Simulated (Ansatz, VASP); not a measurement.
W: VASP beside Ansatz

The input INCAR:

```
SYSTEM = W
ALGO     = Fast           ! electronic algorithm
EDIFF    = 1E-7           ! SCF threshold, eV
ENCUT    = 520            ! plane-wave cutoff, eV
GGA      = PS             ! functional
ISIF     = 2              ! what is computed and relaxed
ISMEAR   = 0              ! smearing method
LASPH    = .True.         ! aspherical terms in the spheres
LCHARG   = .False.        ! write CHGCAR
LREAL    = .False.        ! projectors in reciprocal space
LWAVE    = .False.        ! write WAVECAR
NBANDS   = 13             ! bands
NELM     = 60             ! most SCF steps
PREC     = Accurate       ! precision mode
SIGMA    = 0.15           ! smearing width, eV
```

The input KPOINTS:

```
k-points
0
Gamma
  20 20 20
  0 0 0
```

File POSCAR:

```
W
1.0
   -1.5913101250      1.5973000000      1.5913101250
    1.6032898750     -1.5973000000      1.6032898750
    1.5913101250      1.5973000000     -1.5913101250
W
1
Direct
    0.0000000000      0.0000000000      0.0000000000
```

Input for Ansatz:

```yaml
crystal:
  lattice:
    - [-1.591310125, 1.5973, 1.591310125]
    - [1.603289875, -1.5973, 1.603289875]
    - [1.591310125, 1.5973, -1.591310125]
  atoms:
    - { symbol: W, position: [0.0, 0.0, 0.0] }
basis:
  ecutwfc: 420
kpoints:
  mp_grid: { grid: [20, 20, 20] }
hamiltonian:
  xc: pbesol
scf:
  occupations: { method: gaussian, width: 0.15 }
output:
  forces: true
  stress: true
  eigenvalues: true
```

Change from the starting cell: strain +0.0075 x Voigt [0, 0, 0, 0, 1, 0], atoms carried along.

Alike in both runs: task single point; functional PBEsol; k mesh 20 × 20 × 20; occupations gaussian, width 0.15 eV; no spin polarisation.

```csv
,VASP,Ansatz
version,VASP 6.6.1,Ansatz 0.2.0
potentials or method,"VASP PAW PBE potentials, release 64 (W_sv), cutoff 520 eV","scalar-relativistic, plane waves, PAW"
valence electrons in the cell,14,14
```

Ansatz gave:

- gap on the k mesh at the Fermi level (eV): none
- pressure (GPa): -11.4
- traceless stress, the component that is largest in VASP (GPa): -1.04

Task: Estimate VASP's values.

Result: gap on the k mesh at the Fermi level (eV): none; pressure (GPa): -11.0; traceless stress, the component that is largest in VASP (GPa): -1.06.

VASP's potentials were made for PBE, not for PBEsol. A gap of «none» marks a metal or a gap that the smearing closes.

Neither program's run includes spin-orbit coupling.
